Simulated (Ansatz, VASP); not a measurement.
**One calculation of BN, two programs**

File INCAR:

```
PREC = Accurate ; ENCUT = 520
EDIFF = 1E-7 ; ISMEAR = -1
SIGMA = 0.02 ; LREAL = F
LASPH = T ; NELM = 100
ALGO = Normal ; ISIF = 2
LWAVE = F ; LCHARG = F
GGA = PE ; NBANDS = 11
```

KPOINTS

```
regular mesh
0
Gamma
  12 12 12
```

File POSCAR:

```
BN
1.0
    0.0000000000      1.8228737197      1.7971376930
    1.8228737197      0.0000000000      1.7971376930
    1.8228737197      1.8228737197      0.0000000000
B N
1 1
Direct
    0.0000000000      0.0000000000      0.0000000000
    0.2500000000      0.2500000000      0.2500000000
```

Input for Ansatz:

```yaml
crystal:
  lattice:
    - [0.0, 1.8228737197, 1.797137693]
    - [1.8228737197, 0.0, 1.797137693]
    - [1.8228737197, 1.8228737197, 0.0]
  atoms:
    - { symbol: B, position: [0.0, 0.0, 0.0] }
    - { symbol: "N", position: [0.25, 0.25, 0.25] }
kpoints:
  mp_grid: { grid: [12, 12, 12] }
  band_path:
    path:
      - [0.0, 0.0, 0.0]
      - [-0.5, -0.5, 0.0]
      - [-0.375, -0.375, 0.25]
      - [-0.375, 0.0, 0.375]
      - [0.0, 0.0, 0.5]
      - [-0.5, -0.25, 0.25]
    npoints: 1
hamiltonian:
  xc: pbe
scf:
  occupations: { method: fermi_dirac, width: 0.02 }
  n_extra_bands: 4
output:
  forces: true
  stress: true
  eigenvalues: true
```

Change from the starting cell: epitaxial_xy strain +1.0%.

Alike in both runs: task single point; functional PBE; k mesh 12 × 12 × 12; occupations fermi-dirac, width 0.02 eV; no spin polarisation.

|  | VASP | Ansatz |
| --- | --- | --- |
| version | VASP 6.6.1 | Ansatz 0.2.0 |
| potentials or method | VASP PAW PBE potentials, release 64 (B, N) | plane waves, PAW |
| plane-wave cutoff (eV) | 520 | 420 |
| valence electrons in the cell | 8 | 8 |

Ansatz gave:

| Quantity | Value |
| --- | --- |
| gap on the k mesh at the Fermi level (eV) | 4.21 |
| pressure (GPa) | -1.2 |
| traceless stress, the component that is largest in VASP (GPa) | 5.65 |

Task: Which values does VASP return?

Result: gap on the k mesh at the Fermi level (eV): 4.20; pressure (GPa): -0.9; traceless stress, the component that is largest in VASP (GPa): 5.66.

With one functional, cell and mesh, what is left measures potentials, basis and numerics.
